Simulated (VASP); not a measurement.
Crystal: Be4ZnSe.

```xyz
6
Lattice="4.2525 0.0000 0.0000 -2.1262 3.6828 0.0000 0.0000 0.0000 4.4368" Properties=species:S:1:pos:R:3 pbc="T T T"
Be    2.1262    1.2276    0.0000
Be    0.0000    0.0000    0.0000
Be    0.0000    2.4552    2.2184
Be    0.0000    2.4552    0.0000
Zn    0.0000    0.0000    2.2184
Se    2.1262    1.2276    2.2184
```

The cell was generated, and may not be a known phase.

| Property | Result |
| --- | --- |
| Program | VASP 6.6.1 |
| Task | relaxation of cell and atoms |
| Functional | PBE |
| Potentials or basis | VASP PAW PBE potentials, release 64 (Be, Zn, Se) |
| Cutoff | 600 eV |
| k mesh | 4 × 4 × 4 |
| Occupations | gaussian, width 0.2 eV |
| Spin | no spin polarisation |

At the start: pressure 13.9 GPa; volume 11.58 Å³/atom.

Question: Where does the relaxation end?

Answer: Over 10 steps the energy falls by 158.7 meV/atom and the volume is 13.85 Å³/atom (+19.6 %); space group P-6m2 (No. 187, to 0.1 Å) before and after.

The path:
```csv
step,energy change (eV),largest force (eV/Å),pressure (GPa),volume (Å³)
1,0.0000,0.0000,13.92,69.48
2,-0.6667,0.0000,-0.70,79.98
3,-0.6785,0.0000,-3.17,82.88
4,-0.6804,0.0000,-2.67,82.25
5,-0.7998,0.0000,-1.14,80.76
6,-0.8855,0.0000,3.70,77.93
7,-0.9275,0.0000,2.81,80.56
8,-0.9275,0.0000,2.81,80.64
9,-0.9484,0.0000,-0.96,84.12
10,-0.9523,0.0000,0.05,83.09
```

Final structure:
```
CELL_PARAMETERS angstrom
4.16404 0.00000 0.00000
-2.08202 3.60617 0.00000
0.00000 0.00000 5.53350
ATOMIC_POSITIONS crystal
Be 0.66667 0.33333 0.00000
Be 0.00000 0.00000 0.00000
Be 0.33333 0.66667 0.50000
Be 0.33333 0.66667 0.00000
Zn 0.00000 0.00000 0.50000
Se 0.66667 0.33333 0.50000
```

Caveat: the k points lie up to 0.44 Å⁻¹ apart in the final cell, too coarse for converged energies and pressures of a metal; the volume moved by over 15 % at a fixed basis, so the end points are rough.
